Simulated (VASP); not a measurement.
# HfB (Fm-3m) in VASP: notebook, part 3 of 3

VASP 6.6.1.

**6. Relaxation of cell and atoms, r2SCAN**

This run uses another cell than the first one, of 12.33 Å³/atom.

File POSCAR:

```
HfB
1.0
    0.0000000000      2.3100000000      2.3100000000
    2.3100000000      0.0000000000      2.3100000000
    2.3100000000      2.3100000000      0.0000000000
Hf B
1 1
Direct
    0.5000000000      0.5000000000      0.5000000000
    0.0000000000      0.0000000000      0.0000000000
```

File INCAR.step1:

```
PREC = Accurate
ENCUT = 600
ISMEAR = -1
SIGMA = 0.05
LREAL = F
LASPH = T
NELM = 60
GGA = PE
ALGO = Normal
EDIFF = 1E-4
LWAVE = T
LCHARG = F
```

File INCAR.step2:

```
PREC = Accurate
ENCUT = 600
EDIFF = 1E-6
ISMEAR = -1
SIGMA = 0.05
LREAL = F
LASPH = T
NELM = 60
ALGO = Normal
ISIF = 3
LWAVE = F
LCHARG = F
METAGGA = R2SCAN
LMIXTAU = T
IBRION = 2
NSW = 60
EDIFFG = -0.01
ISTART = 1
```

File KPOINTS:

```
regular mesh
0
Gamma
  10 10 10
```

Potentials or basis: VASP PAW PBE potentials, release 64 (Hf_pv, B).

Command:

```
> cat potpaw_PBE.64/Hf_pv/POTCAR potpaw_PBE.64/B/POTCAR > POTCAR
> cp INCAR.step1 INCAR
> mpirun -np 1 vasp_std > vasp.out
> cp INCAR.step2 INCAR
> mpirun -np 1 vasp_std > vasp.out
```

OUTCAR:

```text
PREC = Accurate
   ENCUT = 600
   EDIFF = 1E-6
   ISMEAR = -1
   LREAL = F
   LASPH = T
   NELM = 60
   ISIF = 3
   METAGGA = R2SCAN
   IBRION = 2
   NSW = 60
   EDIFFG = -0.01
   ISTART = 1

 ion  position               nearest neighbor table
   1  0.500  0.500  0.500-   2 2.31   2 2.31   2 2.31   2 2.31   2 2.31   2 2.31
   2  0.000  0.000  0.000-   1 2.31   1 2.31   1 2.31   1 2.31   1 2.31   1 2.31

  LATTYP: Found a face centered cubic cell.
 ALAT       =     4.6200000000

  Lattice vectors:

 A1 = (   0.0000000000,   2.3100000000,   2.3100000000)
 A2 = (   2.3100000000,   0.0000000000,   2.3100000000)
 A3 = (   2.3100000000,   2.3100000000,   0.0000000000)

Analysis of symmetry for initial positions (statically):
=====================================================================
 Subroutine PRICEL returns:
 Original cell was already a primitive cell.

 Routine SETGRP: Setting up the symmetry group for a
 face centered cubic supercell.

 Subroutine GETGRP returns: Found 48 space group operations
 (whereof 48 operations were pure point group operations)
 out of a pool of 48 trial point group operations.

The static configuration has the point symmetry O_h .

Analysis of symmetry for dynamics (positions and initial velocities):
=====================================================================
 Subroutine PRICEL returns:
[... 339 lines left out ...]

 number of electron      13.0000000 magnetization

 Free energy of the ion-electron system (eV)
  ---------------------------------------------------
  ext. energy  EPLUGINS =         0.00000000
  ---------------------------------------------------
  free energy    TOTEN  =       -53.44091770 eV

  energy without entropy =      -53.42864278  energy(sigma->0) =      -53.43478024

 E-fermi :   4.2273     XC(G=0): -12.5351

 val. band max:        4.1821552227   @ k =  -0.4000   0.4000   0.1000
 cond. band min:       4.2300409560   @ k =   0.3000   0.2000   0.0000
 fundamental gap:      0.0478857333
 Fermi energy:         4.2272702215

 k-point     1 :       0.0000    0.0000    0.0000
  band No.  band energies     occupation
      1     -25.8693      2.00000
      2     -25.8693      2.00000
      3     -25.8693      2.00000
      4      -5.4887      2.00000
      5       6.5636      0.00000
      6       6.5636      0.00000
      7       6.5636      0.00000
      8       8.0318      0.00000
      9       8.0318      0.00000
     10       8.0318      0.00000
[... 287 lines left out ...]
 k-point    24 :       0.4000    0.3000    0.0000
  band No.  band energies     occupation
      1     -26.2130      2.00000
      2     -26.0095      2.00000
      3     -25.9953      2.00000
      4      -2.7142      2.00000
      5       1.9535      2.00000
      6       3.6950      1.99995
      7       5.4216      0.00000
      8       6.2369      0.00000
      9       9.9870      0.00000
     10      11.5838      0.00000

 [... further k-points ...]

------------------------ aborting loop because EDIFF is reached ----------------------------------------

  FORCE on cell =-STRESS in cart. coord.  units (eV):
  Direction    XX          YY          ZZ          XY          YZ          ZX
  --------------------------------------------------------------------------------------
  -------------------------------------------------------------------------------------
  Total        0.0081486      0.0081486      0.0081486      0.0000000      0.0000000     -0.0000000
  in kB        0.4650016      0.4650016      0.4650016      0.0000000      0.0000000     -0.0000000
  external PRESSURE =       0.4650016 kB  Pullay stress =       0.0000000 kB
[... 17 lines left out ...]
  FREE ENERGIE OF THE ION-ELECTRON SYSTEM (eV)
  ---------------------------------------------------
  free  energy   TOTEN  =       -53.4409176977 eV

  energy  without entropy=      -53.4286427774  energy(sigma->0) =      -53.43478024

 reached required accuracy - stopping structural energy minimisation
```

Wall time 9.5 min (1 thread of AMD EPYC 7R43 (Zen 3), shared host); peak memory 0.15 GiB.

Results:

| Property | Result |
| --- | --- |
| Free energy | -53.4409 eV |
| Relaxed volume | 14.04 Å³/atom |
| Relaxed cell | a = 3.412 Å, b = 3.412 Å, c = 3.412 Å, α = 60.00°, β = 60.00°, γ = 60.00° |
| Space group after relaxing (to 0.1 Å) | Fm-3m (No. 225) |
| Energy gained by relaxing | 143.1 meV/atom |
| Ionic steps | 15 |
| Pressure after relaxing | 0.0 GPa |
| Band gap on the k mesh | zero (an odd number of electrons rules out a gap without spin polarisation) |

Step by step:
| step | energy change (eV) | largest force (eV/Å) | pressure (GPa) | volume (Å³) |
| --- | --- | --- | --- | --- |
| 1 | 0.0000 | 0.0000 | 29.57 | 24.65 |
| 2 | 0.1762 | 0.0000 | -22.85 | 33.69 |
| 3 | -0.2858 | 0.0000 | -0.98 | 28.24 |
| 4 | -0.2862 | 0.0000 | -0.13 | 28.11 |
| 5 | -0.2861 | 0.0000 | 0.44 | 28.04 |
| 6 | -0.2861 | 0.0000 | 0.33 | 28.04 |
| 7 | -0.2862 | 0.0000 | 0.34 | 28.04 |
| 8 | -0.2862 | 0.0000 | 0.27 | 28.04 |
| 9 | -0.2862 | 0.0000 | 0.27 | 28.04 |
| 10 | -0.2862 | 0.0000 | 0.27 | 28.05 |
| 11 | -0.2862 | 0.0000 | 0.27 | 28.05 |
| 12 | -0.2862 | 0.0000 | 0.27 | 28.05 |
| 13 | -0.2862 | 0.0000 | 0.27 | 28.05 |
| 14 | -0.2862 | 0.0000 | 0.26 | 28.06 |
| 15 | -0.2862 | 0.0000 | 0.05 | 28.08 |

Final structure:
```
CELL_PARAMETERS angstrom
0.00000 2.41233 2.41233
2.41233 0.00000 2.41233
2.41233 2.41233 0.00000
ATOMIC_POSITIONS crystal
Hf 0.50000 0.50000 0.50000
B 0.00000 0.00000 0.00000
```

Levels at points of the mesh, in eV from the Fermi level:
```csv
k point,band 5,band 6,band 7,band 8,band 9,band 10
"(0.00, 0.00, 0.00)",2.34,2.34,2.34,3.80,3.80,3.80
"(0.50, 0.00, 0.00)",-4.80,-1.20,-1.20,6.09,6.09,7.02
"(0.50, 0.50, 0.00)",-1.44,-0.70,2.02,2.02,5.62,7.26
```

Caveat: the PAW data sets were made with another functional, which shifts forces and pressure a little; spin-orbit coupling is left out, which moves the levels of the heavy elements.

**7. Overview**

| task | cell | cutoff (eV) | gap on the mesh (eV) | pressure (GPa) |
| --- | --- | --- | --- | --- |
| single point | a = 3.354 Å, angles 60.0°, 2 atoms | 520 | none | 10.1 |
| single point | a = 3.382 Å, angles 60.0°, 2 atoms | 520 | none | 5.0 |
| single point | a = 3.413 Å, angles 60.0°, 2 atoms | 520 | none | -0.1 |
| single point | a = 3.400 Å, angles 60.0°, 2 atoms | 520 | none | 2.0 |
| relaxation of cell and atoms | relaxed from a = 3.267 Å, angles 60.0°, 2 atoms | 600 | none | 0.0 |

Alike in all rows: level r2SCAN; potentials or basis VASP PAW PBE potentials, release 64 (Hf_pv, B); no spin polarisation; k mesh 10 × 10 × 10; smearing fermi-dirac 0.05 eV.

Caveats: the PAW data sets were made with another functional, which shifts forces and pressure a little; spin-orbit coupling is left out, which moves the levels of the heavy elements; the cell stands under pressure (at least some runs).

Total energies depend on the potentials used, so only differences within one code and one set of settings carry meaning.
